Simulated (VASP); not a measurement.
K, 1 atom in the cell. The structure is tetragonal, space group I4/mmm (No. 139). The conventional cell has a = 4.941 Å, b = 4.941 Å, c = 6.580 Å, α = 90.00°, β = 90.00°, γ = 90.00°.  This cell differs from its parent crystal: strain +0.030 along x and y, -0.030 along z.

```yaml
Program: VASP 6.6.1
Task: single point
Functional: PBE
Dispersion: D3(BJ)
Potentials_or_basis: VASP PAW PBE potentials, release 64 (K_sv)
Cutoff: 520 eV
k_mesh: 12 × 12 × 12
Occupations: gaussian, width 0.15 eV
Spin: no spin polarisation
Dipole_correction: no
Further_INCAR_settings: ALGO = Fast; EDIFF = 1e-07; NBANDS = 10
```

Potentials or basis: VASP PAW PBE potentials, release 64 (K_sv).

The run is started by

```bash
$ cat potpaw_PBE.64/K_sv/POTCAR > POTCAR
$ mpirun -np 1 vasp_std > vasp.out
```

Hardware: 1 thread of AMD EPYC 9R45 (Zen 5), on a shared host.

Task: Estimate the wall time of this run.

Result: Run time: 88 s on 1 thread of AMD EPYC 9R45 (Zen 5), on a shared host, peak memory 0.26 GiB. Counts: scf iterations 13, k points 163.
